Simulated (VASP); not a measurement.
# W10N in VASP: single point with PBE+D3(BJ)

Aim: the single point of W10N with PBE+D3(BJ).

Program: VASP 6.6.1. These are calculated values, not measurements. Logs are shortened: lines on timing, memory, paths and dates and some standing lists are left out, and cuts for length are marked.

**1. The cell of the first run**

The cell holds a slab with vacuum, 22 atoms: a = 6.319 Å, b = 6.319 Å, c = 24.385 Å, α = 90.00°, β = 90.00°, γ = 90.00°.

**2. Single point, PBE+D3(BJ)**

Input file INCAR:

```
PREC = Accurate
ENCUT = 520
EDIFF = 1E-6
ISMEAR = 0
SIGMA = 0.1
LREAL = Auto
LASPH = T
NELM = 80
ALGO = Fast
ISIF = 2
LWAVE = F
LCHARG = F
LDIPOL = T
IDIPOL = 3
DIPOL = 0.5 0.5 0.479
GGA = PE
IVDW = 12
NBANDS = 162
```

Input file KPOINTS:

```
regular mesh
0
Gamma
  3 3 1
```

Input file POSCAR:

```
W10N
1.0
    6.3187499463      0.0000000000      0.0000000000
    0.0000000000      6.3187499463      0.0000000000
    0.0000000000      0.0000000000     24.3852499463
W N
20 2
Direct
    0.2500000000      0.7500000000      0.3280671725
    0.2500000000      0.2500000000      0.3280671725
    0.7500000000      0.7500000000      0.3280671725
    0.7500000000      0.2500000000      0.3280671725
    0.5000000000      0.5000000000      0.3928476234
    0.5000000000      0.0000000000      0.3928476234
    0.0000000000      0.5000000000      0.3928476234
    0.0000000000      0.0000000000      0.3928476234
    0.7525308551      0.2474756971      0.4576749266
    0.7479974938      0.7517893437      0.4577315146
    0.2482138865      0.2519876225      0.4577323677
    0.2507377421      0.7492787948      0.4576014661
    0.0030701328     -0.0031053669      0.5236940878
   -0.0043573001      0.5038777108      0.5233196332
    0.4961016624      0.0043103911      0.5233339593
    0.5047770450      0.4951754782      0.5227723695
    0.2801653208      0.7196859386      0.5836420871
    0.2236174916      0.2771856007      0.5841962531
    0.7228508992      0.7762708629      0.5841963509
    0.7746435311      0.2252302416      0.5883510164
    0.7872198704      0.2109211595      0.6723463451
    0.7901484663      0.2068889169      0.7186968136
```

Potentials or basis: VASP PAW PBE potentials, release 64 (W_sv, N).

On the command line:

```bash
cat potpaw_PBE.64/W_sv/POTCAR potpaw_PBE.64/N/POTCAR > POTCAR
mpirun -np 1 vasp_std > vasp.out
```

OUTCAR:

```text
PREC = Accurate
   ENCUT = 520
   EDIFF = 1E-6
   ISMEAR = 0
   LREAL = Auto
   LASPH = T
   NELM = 80
   ISIF = 2
   GGA = PE
   IVDW = 12
 IVDW          = 12

 ion  position               nearest neighbor table
   1  0.250  0.750  0.328-   5 2.74   6 2.74   7 2.74   8 2.74  12 3.16   3 3.16   2 3.16   2 3.16
                             3 3.16
   2  0.250  0.250  0.328-   5 2.74   6 2.74   7 2.74   8 2.74   1 3.16   4 3.16   1 3.16   4 3.16
                            11 3.16
   3  0.750  0.750  0.328-   5 2.74   6 2.74   7 2.74   8 2.74   1 3.16   4 3.16   4 3.16   1 3.16
                            10 3.16
   4  0.750  0.250  0.328-   5 2.74   6 2.74   7 2.74   8 2.74   2 3.16   3 3.16   3 3.16   2 3.16
                             9 3.16
   5  0.500  0.500  0.393-  12 2.73   2 2.74   3 2.74   4 2.74   1 2.74  10 2.74  11 2.74   9 2.76
                             6 3.16   7 3.16   6 3.16   7 3.16  16 3.17
   6  0.500  0.000  0.393-  10 2.72  12 2.74   3 2.74   4 2.74   1 2.74   2 2.74   9 2.74  11 2.75
                             5 3.16   8 3.16   5 3.16   8 3.16  15 3.18
   7  0.000  0.500  0.393-  11 2.72  12 2.74   3 2.74   4 2.74   1 2.74   2 2.74   9 2.74  10 2.75
                             5 3.16   8 3.16   8 3.16   5 3.16  14 3.18
   8  0.000  0.000  0.393-   9 2.72   2 2.74   3 2.74   4 2.74   1 2.74  11 2.74  10 2.74  12 2.74
                             6 3.16   7 3.16   7 3.16   6 3.16  13 3.19
   9  0.753  0.247  0.458-   8 2.72  16 2.72   7 2.74   6 2.74  14 2.75  15 2.75   5 2.76  13 2.76
[... 5 lines left out ...]
  12  0.251  0.749  0.458-   5 2.73   6 2.74   7 2.74  13 2.74   8 2.74  15 2.75  14 2.75  16 2.77
                            17 3.08  10 3.14  11 3.14   1 3.16  11 3.18  10 3.18
  13  0.003  0.997  0.524-  20 2.58  19 2.69  18 2.69  12 2.74  10 2.75  11 2.75   9 2.76  17 2.88
                            14 3.12  15 3.12   8 3.19  15 3.20  14 3.20
  14  0.996  0.504  0.523-  18 2.52  17 2.69  10 2.73   9 2.75  20 2.75  12 2.75  11 2.76  19 2.85
                            16 3.10  13 3.12   7 3.18  13 3.20  16 3.22
  15  0.496  0.004  0.523-  19 2.52  17 2.69  11 2.73   9 2.75  20 2.75  12 2.75  10 2.76  18 2.85
                            16 3.10  13 3.12   6 3.18  13 3.20  16 3.22
  16  0.505  0.495  0.523-  17 2.50  18 2.70  19 2.70   9 2.72  11 2.74  10 2.74  12 2.77  20 2.89
                            15 3.10  14 3.10   5 3.17  14 3.22  15 3.22
  17  0.280  0.720  0.584-  16 2.50  14 2.69  15 2.69  18 2.82  19 2.82  13 2.88  12 3.08
  18  0.224  0.277  0.584-  14 2.52  13 2.69  16 2.70  17 2.82  15 2.85  20 2.86  11 3.09
  19  0.723  0.776  0.584-  15 2.52  13 2.69  16 2.70  17 2.82  14 2.85  20 2.86  10 3.09
  20  0.775  0.225  0.588-  21 2.05  13 2.58  15 2.75  14 2.75  19 2.86  18 2.86  16 2.89   9 3.19

  21  0.787  0.211  0.672-  22 1.13  20 2.05
  22  0.790  0.207  0.719-  21 1.13

  LATTYP: Found a simple tetragonal cell.
 ALAT       =     6.3187499463
 C/A-ratio  =     3.8591889462

  Lattice vectors:

 A1 = (   6.3187499463,   0.0000000000,   0.0000000000)
 A2 = (   0.0000000000,   6.3187499463,   0.0000000000)
 A3 = (   0.0000000000,   0.0000000000,  24.3852499463)

Analysis of symmetry for initial positions (statically):
=====================================================================
 Subroutine PRICEL returns:
 Original cell was already a primitive cell.

 Routine SETGRP: Setting up the symmetry group for a
 simple tetragonal supercell.

 Subroutine GETGRP returns: Found  1 space group operations
 (whereof  1 operations were pure point group operations)
 out of a pool of 16 trial point group operations.

The static configuration has the point symmetry C_1 .

Analysis of symmetry for dynamics (positions and initial velocities):
=====================================================================
 Subroutine PRICEL returns:
 Original cell was already a primitive cell.

 Routine SETGRP: Setting up the symmetry group for a
 simple tetragonal supercell.

 Subroutine GETGRP returns: Found  1 space group operations
 (whereof  1 operations were pure point group operations)
 out of a pool of 16 trial point group operations.

The dynamic configuration has the point symmetry C_1 .

 Subroutine INISYM returns: Found  1 space group operations
 (whereof  1 operations are pure point group operations),
 and found     1 'primitive' translations

----------------------------------------------------------------------------------------

                                     Primitive cell

  volume of cell :     973.6201
[... 70 lines left out ...]
     0.000000000  0.052753050  0.000000000     0.000000000  0.333333333  0.000000000
     0.000000000  0.000000000  0.041008397     0.000000000  0.000000000  1.000000000

  Length of vectors
     0.052753050  0.052753050  0.041008397

  Shift w.r.t. Gamma in fractional coordinates (k-lattice)
     0.000000000  0.000000000  0.000000000

 Subroutine IBZKPT returns following result:
 ===========================================

 Found      5 irreducible k-points:

 Following reciprocal coordinates:
            Coordinates               Weight
  0.000000  0.000000  0.000000      1.000000
  0.333333  0.000000  0.000000      2.000000
  0.000000  0.333333  0.000000      2.000000
  0.333333  0.333333  0.000000      2.000000
 -0.333333  0.333333  0.000000      2.000000
   k-points           NKPTS =      5   k-points in BZ     NKDIM =      5   number of bands    NBANDS=    162
   number of dos      NEDOS =    301   number of ions     NIONS =     22
   total plane-waves  NPLWV = 442368
   dimension x,y,z NGX =    48 NGY =   48 NGZ =  192
   dimension x,y,z NGXF=    96 NGYF=   96 NGZF=  384
   ions per type =              20   2
   NGX,Y,Z   is equivalent  to a cutoff of  12.63, 12.63, 13.09 a.u.
   NGXF,Y,Z  is equivalent  to a cutoff of  25.26, 25.26, 26.18 a.u.
 SYSTEM =  unknown system
   PREC   = accura    normal or accurate (medium, high low for compatibility)
   ISTART =      0    job   : 0-new  1-cont  2-samecut
   ICHARG =      2    charge: 1-file 2-atom 10-const
   ISPIN  =      1    spin polarized calculation?
   LNONCOLLINEAR =      F non collinear calculations
   LSORBIT =      F    spin-orbit coupling
   LASPH  =      T    aspherical Exc in radial PAW
   ENCUT  =  520.0 eV  38.22 Ry    6.18 a.u.  11.75 11.75 45.34*2*pi/ulx,y,z
   NELM   =     80;   NELMIN=  2; NELMDL= -5     # of ELM steps
   EDIFF  = 0.1E-05   stopping-criterion for ELM
   LREAL  =      T    real-space projection
   EDIFFG = 0.1E-04   stopping-criterion for IOM
   NSW    =      0    number of steps for IOM
   IBRION =     -1    ionic relax: 0-MD 1-quasi-New 2-CG
   NFREE  =      0    steps in history (QN), initial steepest desc. (CG)
   ISIF   =      2    stress and relaxation
   ISYM   =      2    0-nonsym 1-usesym 2-fastsym
   POTIM  = 0.5000    time-step for ionic-motion
   TEBEG  =    0.0;   TEEND  =   0.0 temperature during run
   PSTRESS=    0.0 pullay stress
   NELECT =     290.0000    total number of electrons
   NUPDOWN=      -1.0000    fix difference up-down
   EMIN   =  10.00;   EMAX   =-10.00  energy-range for DOS
   EFERMI =   0.00;   METHOD = LEGACY
   ISMEAR =     0;   SIGMA  =   0.10  broadening in eV -4-tet -1-fermi 0-gaus
   EFERMI_NEDOS =   21; number of points for ismear=-14 and -15
   IALGO  =     68    algorithm
   IMIX   =      4    mixing-type and parameters
     AMIX     =   0.40;   BMIX     =  1.00
     AMIX_MAG =   1.60;   BMIX_MAG =  1.00
  volume/ion in A,a.u.               =      44.26       298.65
  Fermi-wavevector in a.u.,A,eV,Ry     =   1.093313  2.066061 16.263482  1.195332
  Thomas-Fermi vector in A             =   2.229595
   LORBIT       =      0    0 simple, 1 ext, 2 COOP (PROOUT), +10 PAW based schemes
   GGA     = PE    functional components
   LHFCALC =     F    Hartree Fock is set to
   AEXX    =    0.0000 exact exchange contribution
   IVDW    =    12    specifies the selected vdW correction
   LEPSILON=     F    determine dielectric tensor
   LRPA    =     F    only Hartree local field effects (RPA)
 non-spin polarized calculation
 RMM-DIIS sequential band-by-band and
 Gauss-broadening in eV      SIGMA  =   0.10
  energy-cutoff  :      520.00
  volume of cell :      973.62
 maximum number of plane-waves:     26239
   NGX = 23   NGY = 23   NGZ = 91

 dipolmoment           0.000000      0.000000     -0.046676 electrons x Angstroem

 number of electron     289.9999995 magnetization

 dipolmoment           0.000000      0.000000      0.097948 electrons x Angstroem

 Free energy of the ion-electron system (eV)
  ---------------------------------------------------
  ext. energy  EPLUGINS =         0.00000000
  ---------------------------------------------------
  free energy    TOTEN  =      -256.14283218 eV

  energy without entropy =     -256.03515350  energy(sigma->0) =     -256.08899284

 E-fermi :   1.0569     XC(G=0):  -5.6414

 val. band max:        1.0356218664   @ k =   0.3333   0.3333   0.0000
 cond. band min:       1.0883638919   @ k =   0.0000   0.0000   0.0000
 fundamental gap:      0.0527420255
 Fermi energy:         1.0568720248

 k-point     1 :       0.0000    0.0000    0.0000
  band No.  band energies     occupation
      1     -73.0787      2.00000
      2     -73.0410      2.00000
      3     -73.0214      2.00000
      4     -73.0020      2.00000
      5     -72.9993      2.00000
      6     -72.9809      2.00000
[... 789 lines left out ...]
    156       2.1799      0.00000
    157       2.2854      0.00000
 [bands above 157 left out]

------------------------ aborting loop because EDIFF is reached ----------------------------------------

 vacuum level on the upper side and lower side of the slab       (xc-potential included)         0.214        -0.221

 Edisp (eV)   -9.64974

 E8    (eV) :    -5.0964

  FORCE on cell =-STRESS in cart. coord.  units (eV):
  Direction    XX          YY          ZZ          XY          YZ          ZX
  --------------------------------------------------------------------------------------
  -------------------------------------------------------------------------------------
  Total     -24.77584   -24.76110    -6.51635    -0.88612    -0.08322     0.09366
  in kB     -40.77081   -40.74656   -10.72322    -1.45819    -0.13694     0.15412
  external pressure =      -30.75 kB  Pullay stress =        0.00 kB

 VOLUME and BASIS-vectors are now :
 -----------------------------------------------------------------------------
  energy-cutoff  :      520.00
  volume of cell :      973.62
      direct lattice vectors                 reciprocal lattice vectors
     6.318749946  0.000000000  0.000000000     0.158259151  0.000000000  0.000000000
     0.000000000  6.318749946  0.000000000     0.000000000  0.158259151  0.000000000
     0.000000000  0.000000000 24.385249946     0.000000000  0.000000000  0.041008397

 POSITION                                       TOTAL-FORCE (eV/Angst)
 -----------------------------------------------------------------------------------
      1.57969      4.73906      8.00000        -0.018753      0.019074      1.334057
      1.57969      1.57969      8.00000         0.025802     -0.023407      1.294429
      4.73906      4.73906      8.00000         0.022897     -0.026320      1.294224
      4.73906      1.57969      8.00000        -0.056140      0.055704      1.349216
      3.15937      3.15937      9.57969        -0.018335      0.018110     -1.395304
      3.15937      0.00000      9.57969         0.042543      0.008669     -1.363864
[... 14 lines left out ...]
      4.97425      1.33276     16.39533        -0.015714      0.023528     -1.087695
      4.99275      1.30728     17.52560         0.021134     -0.026336      1.115420
 -----------------------------------------------------------------------------------
    total drift:                                0.001106     -0.000404      0.007743

  FREE ENERGIE OF THE ION-ELECTRON SYSTEM (eV)
  ---------------------------------------------------
  free  energy   TOTEN  =      -265.7925748510 eV

  energy  without entropy=     -265.6848961664  energy(sigma->0) =     -265.73873551

 vacuum level on the upper side and lower side of the slab         5.645         5.201
```

Run time: 69 min. Hardware: 1 thread of Oxide Virtual Turin-like, shared host; peak memory 1.1 GiB.

Results:

```
Free energy                : -265.7926 eV
Largest force              : 1.396 eV/Å
Band gap on the k mesh     : zero (bands 145 and 146 overlap by 0.18 eV)
Dispersion energy per atom : -0.439 eV
```

Forces on the atoms (eV/Å):
```
W   -0.019  0.019  1.334
W    0.026 -0.023  1.294
W    0.023 -0.026  1.294
W   -0.056  0.056  1.349
W   -0.018  0.018 -1.395
W    0.043  0.009 -1.364
W   -0.008 -0.042 -1.365
W    0.008 -0.007 -1.321
W    0.004 -0.006  0.001
W   -0.004  0.003 -0.001
W   -0.004  0.002 -0.001
W    0.003 -0.004 -0.003
W    0.011 -0.011 -0.003
W   -0.018  0.013 -0.006
W   -0.013  0.019 -0.007
W    0.021 -0.020 -0.012
W   -0.027  0.027  0.056
W    0.019 -0.022  0.056
W    0.021 -0.018  0.056
W   -0.016  0.016  0.009
N   -0.016  0.024 -1.088
N    0.021 -0.026  1.115
```

Caveat: the standard files for N, O and F lose accuracy on very short bonds; spin-orbit coupling is left out, which moves the levels of the heavy elements.

The gap in the log of VASP goes by the Fermi energy; the results here count the filled bands.